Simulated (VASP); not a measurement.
# CdSe (I-4m2) in VASP: a series of runs

CdSe is run at these levels: PBEsol; tasks: single point.

Everything below comes from runs of VASP 6.6.1. Logs are shortened: lines on timing, memory, paths and dates and some standing lists are left out, and cuts for length are marked.

## 1. The cell of the first run

The structure is tetragonal, space group I-4m2 (No. 119). Conventional cell: a = 4.301 Å, b = 4.301 Å, c = 6.691 Å, α = 90.00°, β = 90.00°, γ = 90.00°. Cd (site symmetry -4m2) has 4 Se at 2.72 Å within 3.6 Å. Se (site symmetry -4m2) has 4 Cd at 2.72 Å within 3.6 Å.

## 2. Single point, PBEsol (engineering shear strain xz +0.0000, normal strain along z +0.1000)

Input file INCAR:

```
PREC = Accurate
ENCUT = 520
EDIFF = 1E-7
ISMEAR = 0
SIGMA = 0.05
LREAL = False
LASPH = True
NELM = 80
ALGO = Normal
ISIF = 2
LWAVE = False
LCHARG = False
GGA = PS
NBANDS = 16
```

Input file KPOINTS:

```
regular mesh
0
Gamma
  10 10 10
```

Input file POSCAR:

```
CdSe
1.0
    0.0000000000      3.3454405672      3.0413096065
    3.0413096065      0.0000000000      3.0413096065
    3.0413096065      3.3454405672      0.0000000000
Cd Se
1 1
Direct
    0.0000000000      0.0000000000      0.0000000000
    0.7500000000      0.7500000000      0.7500000000
```

Potentials or basis: VASP PAW PBE potentials, release 64 (Cd, Se).

The run is started by

```console
> cat potpaw_PBE.64/Cd/POTCAR potpaw_PBE.64/Se/POTCAR > POTCAR
> mpirun -np 1 vasp_std > vasp.out
```

OUTCAR:

```text
PREC = Accurate
   ENCUT = 520
   EDIFF = 1E-7
   ISMEAR = 0
   LREAL = False
   LASPH = True
   NELM = 80
   ISIF = 2
   GGA = PS

 ion  position               nearest neighbor table
   1  0.000  0.000  0.000-   2 2.72   2 2.72   2 2.72   2 2.72
   2  0.750  0.750  0.750-   1 2.72   1 2.72   1 2.72   1 2.72

  LATTYP: Found a body centered tetragonal cell.
 ALAT       =     4.3010612929
 C/A-ratio  =     1.5556349186

  Lattice vectors:

 A1 = (   0.0000000000,  -3.3454405672,   3.0413096065)
 A2 = (   0.0000000000,  -3.3454405672,  -3.0413096065)
 A3 = (   3.0413096065,   3.3454405672,   0.0000000000)

Analysis of symmetry for initial positions (statically):
=====================================================================
 Subroutine PRICEL returns:
 Original cell was already a primitive cell.

 Routine SETGRP: Setting up the symmetry group for a
 body centered tetragonal supercell.

 Subroutine GETGRP returns: Found  8 space group operations
 (whereof  8 operations were pure point group operations)
 out of a pool of 16 trial point group operations.

The static configuration has the point symmetry D_2d.

Analysis of symmetry for dynamics (positions and initial velocities):
=====================================================================
 Subroutine PRICEL returns:
 Original cell was already a primitive cell.

 Routine SETGRP: Setting up the symmetry group for a
 body centered tetragonal supercell.

 Subroutine GETGRP returns: Found  8 space group operations
 (whereof  8 operations were pure point group operations)
 out of a pool of 16 trial point group operations.

The dynamic configuration has the point symmetry D_2d.

 Subroutine INISYM returns: Found  8 space group operations
 (whereof  8 operations are pure point group operations),
 and found     1 'primitive' translations

----------------------------------------------------------------------------------------

                                     Primitive cell

  volume of cell :      61.8877

  direct lattice vectors                    reciprocal lattice vectors
     0.000000000  3.345440567  3.041309607    -0.164402861  0.149457146  0.164402861
     3.041309607  0.000000000  3.041309607     0.164402861 -0.149457146  0.164402861
     3.041309607  3.345440567  0.000000000     0.164402861  0.149457146 -0.164402861

  length of vectors
     4.521231769  4.301061293  4.521231769     0.276394717  0.276394717  0.276394717

  position of ions in fractional coordinates (direct lattice)
     0.000000000  0.000000000  0.000000000
     0.750000000  0.750000000  0.750000000

  ion indices of the primitive-cell ions
   primitive index   ion index
                 1           1
                 2           2

----------------------------------------------------------------------------------------

 KPOINTS: regular mesh

Automatic generation of k-mesh.
 Grid dimensions read from file:
 generate k-points for:   10   10   10

 Generating k-lattice:

  Cartesian coordinates                     Fractional coordinates (reciprocal lattice)
    -0.016440286  0.014945715  0.016440286     0.100000000  0.000000000 -0.000000000
     0.016440286 -0.014945715  0.016440286     0.000000000  0.100000000  0.000000000
     0.016440286  0.014945715 -0.016440286    -0.000000000  0.000000000  0.100000000

  Length of vectors
     0.027639472  0.027639472  0.027639472

  Shift w.r.t. Gamma in fractional coordinates (k-lattice)
     0.000000000  0.000000000  0.000000000

 Subroutine IBZKPT returns following result:
 ===========================================

 Found    102 irreducible k-points:

 Following reciprocal coordinates:
            Coordinates               Weight
  0.000000  0.000000  0.000000      1.000000
  0.100000  0.000000  0.000000      8.000000
  0.200000  0.000000  0.000000      8.000000
  0.300000  0.000000 -0.000000      8.000000
  0.400000  0.000000  0.000000      8.000000
  0.500000  0.000000  0.000000      4.000000
[... 16 lines left out ...]
  0.300000  0.300000  0.000000      4.000000
  0.400000  0.300000  0.000000     16.000000
 [... further k-points ...]
   k-points           NKPTS =    102   k-points in BZ     NKDIM =    102   number of bands    NBANDS=     16
   number of dos      NEDOS =    301   number of ions     NIONS =      2
   total plane-waves  NPLWV =  41472
   dimension x,y,z NGX =    36 NGY =   32 NGZ =   36
   dimension x,y,z NGXF=    72 NGYF=   64 NGZF=   72
   ions per type =               1   1
   NGX,Y,Z   is equivalent  to a cutoff of  13.24, 12.37, 13.24 a.u.
   NGXF,Y,Z  is equivalent  to a cutoff of  26.47, 24.74, 26.47 a.u.
 SYSTEM =  unknown system
   PREC   = accura    normal or accurate (medium, high low for compatibility)
   ISTART =      0    job   : 0-new  1-cont  2-samecut
   ICHARG =      2    charge: 1-file 2-atom 10-const
   ISPIN  =      1    spin polarized calculation?
   LNONCOLLINEAR =      F non collinear calculations
   LSORBIT =      F    spin-orbit coupling
   LASPH  =      T    aspherical Exc in radial PAW
   ENCUT  =  520.0 eV  38.22 Ry    6.18 a.u.   8.41  8.00  8.41*2*pi/ulx,y,z
   NELM   =     80;   NELMIN=  2; NELMDL= -5     # of ELM steps
   EDIFF  = 0.1E-06   stopping-criterion for ELM
   LREAL  =      F    real-space projection
   EDIFFG = 0.1E-05   stopping-criterion for IOM
   NSW    =      0    number of steps for IOM
   IBRION =     -1    ionic relax: 0-MD 1-quasi-New 2-CG
   NFREE  =      0    steps in history (QN), initial steepest desc. (CG)
   ISIF   =      2    stress and relaxation
   ISYM   =      2    0-nonsym 1-usesym 2-fastsym
   POTIM  = 0.5000    time-step for ionic-motion
   TEBEG  =    0.0;   TEEND  =   0.0 temperature during run
   PSTRESS=    0.0 pullay stress
   NELECT =      18.0000    total number of electrons
   NUPDOWN=      -1.0000    fix difference up-down
   EMIN   =  10.00;   EMAX   =-10.00  energy-range for DOS
   EFERMI =   0.00;   METHOD = LEGACY
   ISMEAR =     0;   SIGMA  =   0.05  broadening in eV -4-tet -1-fermi 0-gaus
   EFERMI_NEDOS =   21; number of points for ismear=-14 and -15
   IALGO  =     38    algorithm
   IMIX   =      4    mixing-type and parameters
     AMIX     =   0.40;   BMIX     =  1.00
     AMIX_MAG =   1.60;   BMIX_MAG =  1.00
  volume/ion in A,a.u.               =      30.94       208.82
  Fermi-wavevector in a.u.,A,eV,Ry     =   1.084670  2.049728 16.007365  1.176508
  Thomas-Fermi vector in A             =   2.220765
   LORBIT       =      0    0 simple, 1 ext, 2 COOP (PROOUT), +10 PAW based schemes
   GGA     = PS    functional components
   LHFCALC =     F    Hartree Fock is set to
   AEXX    =    0.0000 exact exchange contribution
   IVDW    =     0    specifies the selected vdW correction
   LEPSILON=     F    determine dielectric tensor
   LRPA    =     F    only Hartree local field effects (RPA)
 non-spin polarized calculation
 Gauss-broadening in eV      SIGMA  =   0.05
  energy-cutoff  :      520.00
  volume of cell :       61.89
 maximum number of plane-waves:      1682
 NGX is ok and might be reduce to    36
   NGX = 17   NGY = 15   NGZ = 17

 number of electron      18.0000002 magnetization

 Free energy of the ion-electron system (eV)
  ---------------------------------------------------
  ext. energy  EPLUGINS =         0.00000000
  ---------------------------------------------------
  free energy    TOTEN  =        -6.08322964 eV

  energy without entropy =       -6.08322326  energy(sigma->0) =       -6.08322645

 E-fermi :   0.2850     XC(G=0):  -8.6787

 val. band max:        0.2006194963   @ k =   0.0000   0.0000   0.0000
 cond. band min:       0.3597650138   @ k =   0.0000   0.0000   0.0000
 fundamental gap:      0.1591455175
 Fermi energy:         0.2850238280

 k-point     1 :       0.0000    0.0000    0.0000
  band No.  band energies     occupation
      1     -12.0165      2.00000
      2      -7.5566      2.00000
      3      -7.5144      2.00000
      4      -7.5144      2.00000
      5      -7.2555      2.00000
      6      -7.2435      2.00000
[... 8 lines left out ...]
     15      10.1433      0.00000
     16      10.8862      0.00000

 k-point     2 :       0.1000    0.0000    0.0000
  band No.  band energies     occupation
      1     -11.9878      2.00000
      2      -7.5431      2.00000
      3      -7.5059      2.00000
      4      -7.4946      2.00000
      5      -7.2540      2.00000
      6      -7.2453      2.00000
[... 8 lines left out ...]
     15      10.0387      0.00000
     16      10.9181      0.00000

 k-point     3 :       0.2000    0.0000    0.0000
  band No.  band energies     occupation
      1     -11.9121      2.00000
      2      -7.5167      2.00000
      3      -7.4846      2.00000
      4      -7.4212      2.00000
      5      -7.2488      2.00000
      6      -7.2469      2.00000
[... 8 lines left out ...]
     15      10.3053      0.00000
     16      10.4304      0.00000

 k-point     4 :       0.3000    0.0000   -0.0000
  band No.  band energies     occupation
      1     -11.8175      2.00000
      2      -7.4941      2.00000
      3      -7.4609      2.00000
      4      -7.2947      2.00000
      5      -7.2500      2.00000
      6      -7.2229      2.00000
[... 8 lines left out ...]
     15      10.2887      0.00000
     16      10.4131      0.00000

 k-point     5 :       0.4000    0.0000    0.0000
  band No.  band energies     occupation
      1     -11.7404      2.00000
      2      -7.4810      2.00000
      3      -7.4448      2.00000
      4      -7.2473      2.00000
      5      -7.2330      2.00000
      6      -7.1060      2.00000
[... 8 lines left out ...]
     15      10.9245      0.00000
     16      11.2660      0.00000

 k-point     6 :       0.5000    0.0000    0.0000
  band No.  band energies     occupation
      1     -11.7108      2.00000
      2      -7.4771      2.00000
      3      -7.4396      2.00000
      4      -7.2453      2.00000
      5      -7.2230      2.00000
      6      -7.0276      2.00000
[... 8 lines left out ...]
     15      11.6223      0.00000
     16      11.7940      0.00000

 k-point     7 :       0.1000    0.1000    0.0000
  band No.  band energies     occupation
      1     -11.9762      2.00000
      2      -7.5390      2.00000
      3      -7.4989      2.00000
      4      -7.4921      2.00000
      5      -7.2517      2.00000
      6      -7.2464      2.00000
[... 8 lines left out ...]
     15      10.2843      0.00000
     16      10.5615      0.00000

 k-point     8 :       0.2000    0.1000    0.0000
  band No.  band energies     occupation
      1     -11.9147      2.00000
      2      -7.5156      2.00000
      3      -7.4812      2.00000
      4      -7.4400      2.00000
      5      -7.2540      2.00000
      6      -7.2395      2.00000
[... 8 lines left out ...]
     15      10.1018      0.00000
     16      11.0932      0.00000

 k-point     9 :       0.3000    0.1000    0.0000
  band No.  band energies     occupation
      1     -11.8260      2.00000
      2      -7.4912      2.00000
      3      -7.4583      2.00000
      4      -7.3395      2.00000
      5      -7.2505      2.00000
      6      -7.2165      2.00000
[... 8 lines left out ...]
     15      10.2403      0.00000
     16      11.1461      0.00000
[... 172 lines left out ...]
 k-point    19 :       0.5000    0.2000   -0.0000
  band No.  band energies     occupation
      1     -11.6727      2.00000
      2      -7.4470      2.00000
      3      -7.4054      2.00000
      4      -7.2879      2.00000
      5      -7.2252      2.00000
      6      -6.9910      2.00000
[... 8 lines left out ...]
     15      11.7087      0.00000
     16      12.0762      0.00000

 k-point    20 :      -0.4000    0.2000   -0.0000
  band No.  band energies     occupation
      1     -11.6702      2.00000
      2      -7.4479      2.00000
      3      -7.4091      2.00000
      4      -7.2685      2.00000
      5      -7.2336      2.00000
      6      -6.9747      2.00000
[... 8 lines left out ...]
     15      10.8083      0.00000
     16      12.1673      0.00000

 k-point    21 :      -0.3000    0.2000    0.0000
  band No.  band energies     occupation
      1     -11.7145      2.00000
      2      -7.4573      2.00000
      3      -7.4211      2.00000
      4      -7.2662      2.00000
      5      -7.2419      2.00000
      6      -7.0835      2.00000
[... 8 lines left out ...]
     15      10.5666      0.00000
     16      12.2026      0.00000

 k-point    22 :      -0.2000    0.2000    0.0000
  band No.  band energies     occupation
      1     -11.7886      2.00000
      2      -7.4773      2.00000
      3      -7.4399      2.00000
      4      -7.2878      2.00000
      5      -7.2462      2.00000
      6      -7.2133      2.00000
[... 8 lines left out ...]
     15      10.7380      0.00000
     16      12.0465      0.00000

 k-point    23 :       0.3000    0.3000    0.0000
  band No.  band energies     occupation
      1     -11.7412      2.00000
      2      -7.4371      2.00000
      3      -7.3891      2.00000
      4      -7.3766      2.00000
      5      -7.2329      2.00000
      6      -7.1673      2.00000
[... 8 lines left out ...]
     15      11.0673      0.00000
     16      13.6646      0.00000

 k-point    24 :       0.4000    0.3000    0.0000
  band No.  band energies     occupation
      1     -11.6803      2.00000
      2      -7.4208      2.00000
      3      -7.3753      2.00000
      4      -7.3483      2.00000
      5      -7.2205      2.00000
      6      -7.0784      2.00000
[... 8 lines left out ...]
     15      11.4838      0.00000
     16      13.1707      0.00000

 [... further k-points ...]
[... 5 lines left out ...]
  --------------------------------------------------------------------------------------
  -------------------------------------------------------------------------------------
  Total       -1.2077667     -2.1137082     -1.2077667      0.0000000      0.0000000      0.0000000
  in kB      -31.2672050    -54.7206222    -31.2672050      0.0000000      0.0000000      0.0000000
  external PRESSURE =     -39.0850108 kB  Pullay stress =       0.0000000 kB

 VOLUME and BASIS-vectors are now :
 -----------------------------------------------------------------------------
  energy-cutoff  :      520.00
  volume of cell :       61.89
      direct lattice vectors                 reciprocal lattice vectors
     0.000000000  3.345440567  3.041309607    -0.164402861  0.149457146  0.164402861
     3.041309607  0.000000000  3.041309607     0.164402861 -0.149457146  0.164402861
     3.041309607  3.345440567  0.000000000     0.164402861  0.149457146 -0.164402861

 POSITION                                       TOTAL-FORCE (eV/Angst)
 -----------------------------------------------------------------------------------
      0.00000      0.00000      0.00000         0.000000      0.000000      0.000000
      4.56196      5.01816      4.56196        -0.000000     -0.000000     -0.000000
 -----------------------------------------------------------------------------------
    total drift:                                0.000000     -0.000001      0.000000

  FREE ENERGIE OF THE ION-ELECTRON SYSTEM (eV)
  ---------------------------------------------------
  free  energy   TOTEN  =        -6.0832296356 eV

  energy  without entropy=       -6.0832232650  energy(sigma->0) =       -6.08322645
```

Run time: 3.7 min. Hardware: 1 thread of AMD EPYC 7R13, shared host; peak memory 0.23 GiB.

Results:

```
Free energy            : -6.0832 eV
Pressure               : -3.9 GPa
Band gap on the k mesh : 0.16 eV, direct
```

Caveat: the cell differs from its parent crystal (engineering shear strain xz +0.0000, normal strain along z +0.1000); the PAW data sets were made with another functional, which shifts forces and pressure a little.

## 3. Single point, PBEsol (engineering shear strain xz +0.0000, normal strain along z +0.1500)

Input file INCAR:

```
SYSTEM = CdSe
PREC = Accurate ; ENCUT = 520
EDIFF = 1E-7 ; ISMEAR = 0
SIGMA = 0.05 ; LREAL = .False.
LASPH = .True. ; NELM = 60
ALGO = Normal ; ISIF = 2
LWAVE = .False. ; LCHARG = .False.
GGA = PS ; NBANDS = 16
```

Input file KPOINTS:

```
Automatic mesh
0
Gamma
  10 10 10
  0 0 0
```

Input file POSCAR:

```
CdSe
1.0
    0.0000000000      3.4975060475      3.0413096065
    3.0413096065      0.0000000000      3.0413096065
    3.0413096065      3.4975060475      0.0000000000
Cd Se
1 1
Direct
    0.0000000000      0.0000000000      0.0000000000
    0.7500000000      0.7500000000      0.7500000000
```

Potentials or basis: VASP PAW PBE potentials, release 64 (Cd, Se).

The run is started by

```console
> cat potpaw_PBE.64/Cd/POTCAR potpaw_PBE.64/Se/POTCAR > POTCAR
> mpirun -np 1 vasp_std > vasp.out
```

Run time: 3.9 min. Hardware: 1 thread of AMD EPYC 7R13, shared host; peak memory 0.24 GiB.

It converged, with:

```yaml
Free_energy: -5.9662 eV
Pressure: -5.3 GPa
Band_gap_on_the_k_mesh: zero (filled and empty bands touch)
```

Stress tensor (GPa, compression positive):
```
-4.06  0.00  0.00
 0.00 -7.81  0.00
 0.00  0.00 -4.06
```

Levels at points of the mesh, in eV from the Fermi level:
| k point | band 5 | band 6 | band 7 | band 8 | band 9 | band 10 | band 11 | band 12 | band 13 | band 14 |
| --- | --- | --- | --- | --- | --- | --- | --- | --- | --- | --- |
| (0.00, 0.00, 0.00) | -7.47 | -7.46 | -0.51 | -0.04 | -0.02 | -0.02 | 5.72 | 5.72 | 5.79 | 8.64 |
| (0.50, 0.00, 0.00) | -7.44 | -7.28 | -3.82 | -1.03 | -0.44 | 1.80 | 5.86 | 6.60 | 6.68 | 9.24 |
| (0.50, 0.50, 0.00) | -7.43 | -7.18 | -3.43 | -1.80 | -1.66 | 2.96 | 2.98 | 8.23 | 8.42 | 9.32 |
| (0.50, 0.00, 0.50) | -7.44 | -7.33 | -4.11 | -1.24 | -1.24 | 3.34 | 3.94 | 7.52 | 9.20 | 9.20 |

Caveat: the cell differs from its parent crystal (engineering shear strain xz +0.0000, normal strain along z +0.1500); the PAW data sets were made with another functional, which shifts forces and pressure a little.
